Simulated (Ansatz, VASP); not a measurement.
**SiO2 in VASP and in Ansatz**

```
Si O
1.0
     5.05851    0.00000    0.00000
    -2.52926    4.38080    0.00000
     0.00000    0.00000    5.54172
Si O
3 6
Direct
  0.50000 0.50000 0.33333
  0.00000 0.50000 0.66667
  0.50000 0.00000 0.00000
  0.20820 0.79180 0.83333
  0.41640 0.20820 0.16667
  0.20820 0.41640 0.50000
  0.79180 0.20820 0.83333
  0.58360 0.79180 0.16667
  0.79180 0.58360 0.50000
```

Alike in both runs: task single point; functional r2SCAN; k mesh 6 × 6 × 4; occupations gaussian, width 0.02 eV; no spin polarisation.

|  | VASP | Ansatz |
| --- | --- | --- |
| version | VASP 6.6.1 | Ansatz 0.2.0 |
| potentials or method | VASP PAW PBE potentials, release 64 (Si, O), cutoff 660 eV | scalar-relativistic, plane waves, PAW |
| valence electrons in the cell | 48 | 48 |

|  | VASP | Ansatz | Ansatz less VASP |
| --- | --- | --- | --- |
| gap on the k mesh at the Fermi level (eV) | 6.30 | 6.30 | -0.001 |
| least direct gap on the mesh (eV) | 6.49 | 6.49 | -0.004 |

VASP's potentials were made for PBE, not for r2SCAN. The functional is the same, so the differences come from potentials, cutoffs and numerics.
